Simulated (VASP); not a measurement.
# Ir12O in VASP: notebook, part 2 of 2

VASP 6.6.1. Earlier steps stand in the parts before.

## 4. Single point, PBE+D3(BJ)

INCAR

```
SYSTEM = Ir12O
PREC = Accurate
ENCUT = 520
EDIFF = 1E-6
ISMEAR = 0
SIGMA = 0.1
LREAL = .FALSE.
LASPH = .TRUE.
NELM = 60
ALGO = Normal
ISIF = 2
LWAVE = .FALSE.
LCHARG = .FALSE.
LDIPOL = .TRUE.
IDIPOL = 3
DIPOL = 0.5 0.5 0.297
GGA = PE
IVDW = 12
NBANDS = 69
```

KPOINTS

```
regular mesh
0
G
  5 5 1
  0 0 0
```

POSCAR

```
Ir12O
1.0
    5.4309029918      0.0000000000      0.0000000000
    0.0000000000      5.4309029918      0.0000000000
    0.0000000000      0.0000000000     21.0013955423
Ir O
12 1
Direct
    0.2500000000      0.2500000000      0.1904635333
    0.2500000000      0.7500000000      0.1904635333
    0.7500000000      0.2500000000      0.1904635333
    0.7500000000      0.7500000000      0.1904635333
    0.0000000000      0.0000000000      0.2785823619
    0.0000000000      0.5000000000      0.2785823619
    0.5000000000      0.0000000000      0.2785823619
    0.5000000000      0.5000000000      0.2785823619
    0.2500000000      0.2500000000      0.3667087517
    0.2500000000      0.7500000000      0.3667087517
    0.7500000000      0.2500000000      0.3667087517
    0.7500000000      0.7500000000      0.3667087517
    0.2500000000      0.3333333333      0.5238411667
```

Potentials or basis: VASP PAW PBE potentials, release 64 (Ir, O).

Run with:

```console
cat potpaw_PBE.64/Ir/POTCAR potpaw_PBE.64/O/POTCAR > POTCAR
mpirun -np 1 vasp_std > vasp.out
```

OUTCAR:

```text
SYSTEM = Ir12O
   PREC = Accurate
   ENCUT = 520
   EDIFF = 1E-6
   ISMEAR = 0
   LREAL = .FALSE.
   LASPH = .TRUE.
   NELM = 60
   ISIF = 2
   GGA = PE
   IVDW = 12
 IVDW          = 12

 ion  position               nearest neighbor table
   1  0.250  0.250  0.190-   5 2.67   6 2.67   7 2.67   8 2.67   2 2.72   3 2.72   2 2.72   3 2.72

   2  0.250  0.750  0.190-   5 2.67   6 2.67   7 2.67   8 2.67   1 2.72   4 2.72   1 2.72   4 2.72

   3  0.750  0.250  0.190-   5 2.67   6 2.67   7 2.67   8 2.67   1 2.72   4 2.72   4 2.72   1 2.72
[... 15 lines left out ...]
  11  0.750  0.250  0.367-   5 2.67   6 2.67   7 2.67   8 2.67   9 2.72  12 2.72  12 2.72   9 2.72

  12  0.750  0.750  0.367-   5 2.67   6 2.67   7 2.67   8 2.67  10 2.72  11 2.72  11 2.72  10 2.72

  13  0.250  0.333  0.524-

  LATTYP: Found a simple tetragonal cell.
 ALAT       =     5.4309029918
 C/A-ratio  =     3.8670172481

  Lattice vectors:

 A1 = (   5.4309029918,   0.0000000000,   0.0000000000)
 A2 = (   0.0000000000,   5.4309029918,   0.0000000000)
 A3 = (   0.0000000000,   0.0000000000,  21.0013955423)
[... 843 lines left out ...]

 vacuum level on the upper side and lower side of the slab       (xc-potential included)         1.361        -1.383

 Edisp (eV)   -5.45852

 E8    (eV) :    -2.6657

  FORCE on cell =-STRESS in cart. coord.  units (eV):
  Direction    XX          YY          ZZ          XY          YZ          ZX
  --------------------------------------------------------------------------------------
  -------------------------------------------------------------------------------------
  Total     -10.71384   -10.78481    -4.43278     0.00000    -0.18828     0.00000
  in kB     -27.71171   -27.89528   -11.46555     0.00000    -0.48701     0.00000
  external pressure =      -22.36 kB  Pullay stress =        0.00 kB

 VOLUME and BASIS-vectors are now :
 -----------------------------------------------------------------------------
  energy-cutoff  :      520.00
  volume of cell :      619.43
      direct lattice vectors                 reciprocal lattice vectors
     5.430902992  0.000000000  0.000000000     0.184131442  0.000000000  0.000000000
     0.000000000  5.430902992  0.000000000     0.000000000  0.184131442  0.000000000
     0.000000000  0.000000000 21.001395542     0.000000000  0.000000000  0.047615883

 POSITION                                       TOTAL-FORCE (eV/Angst)
 -----------------------------------------------------------------------------------
      1.35773      1.35773      4.00000         0.000000     -0.008521      0.058993
      1.35773      4.07318      4.00000         0.000000      0.007018     -0.012205
      4.07318      1.35773      4.00000         0.000000     -0.000870     -0.025004
      4.07318      4.07318      4.00000         0.000000     -0.010484     -0.095230
      0.00000      0.00000      5.85062         0.077126      0.055376      0.045872
      0.00000      2.71545      5.85062         0.040456     -0.045141     -0.022520
      2.71545      0.00000      5.85062        -0.077126      0.055376      0.045872
      2.71545      2.71545      5.85062        -0.040456     -0.045141     -0.022520
      1.35773      1.35773      7.70140         0.000000      0.067091      0.995816
      1.35773      4.07318      7.70140         0.000000     -0.015169      0.182806
      4.07318      1.35773      7.70140         0.000000      0.009971      0.133265
      4.07318      4.07318      7.70140         0.000000     -0.009219      0.093510
      1.35773      1.81030     11.00140         0.000000     -0.060287     -1.378653
 -----------------------------------------------------------------------------------
    total drift:                                0.000000     -0.000017      0.000750

  FREE ENERGIE OF THE ION-ELECTRON SYSTEM (eV)
  ---------------------------------------------------
  free  energy   TOTEN  =      -102.5100406888 eV

  energy  without entropy=     -102.3749700235  energy(sigma->0) =     -102.44250536

 vacuum level on the upper side and lower side of the slab         6.274         3.459
```

It took 21 min on 1 thread of Oxide Virtual Turin-like, shared host; peak memory 0.69 GiB.

What came out:

```yaml
Free_energy: -102.5100 eV
Largest_force: 1.380 eV/Å
Band_gap_on_the_k_mesh: zero (bands 57 and 58 overlap by 0.98 eV)
Dispersion_energy_per_atom: -0.420 eV
```

Forces in eV/Å, atoms in the order of the input:
```
Ir   0.000 -0.009  0.059
Ir   0.000  0.007 -0.012
Ir   0.000 -0.001 -0.025
Ir   0.000 -0.010 -0.095
Ir   0.077  0.055  0.046
Ir   0.040 -0.045 -0.023
Ir  -0.077  0.055  0.046
Ir  -0.040 -0.045 -0.023
Ir   0.000  0.067  0.996
Ir   0.000 -0.015  0.183
Ir   0.000  0.010  0.133
Ir   0.000 -0.009  0.094
O    0.000 -0.060 -1.379
```

Levels at points of the mesh, in eV from the Fermi level:
```tsv
k point	band 55	band 56	band 57	band 58	band 59	band 60
(0.00, 0.00, 0.00)	0.32	0.52	0.59	0.64	0.65	0.65
```

Caveat: spin-orbit coupling is left out, which moves the levels of the heavy elements.

## 5. Overview

| cell | gap on the mesh (eV) | largest force (eV/Å) |
| --- | --- | --- |
| as given, atomic positions A | none | 1.21 |
| as given, atomic positions B | none | 1.27 |
| as given, atomic positions C | none | 1.38 |

Alike in all rows: task single point; level PBE+D3(BJ); potentials or basis VASP PAW PBE potentials, release 64 (Ir, O); no spin polarisation; k mesh 5 × 5 × 1; cutoff (eV) 520; smearing gaussian 0.1 eV.

Caveats: spin-orbit coupling is left out, which moves the levels of the heavy elements.

Absolute energies hang on the potentials; compare differences alone.
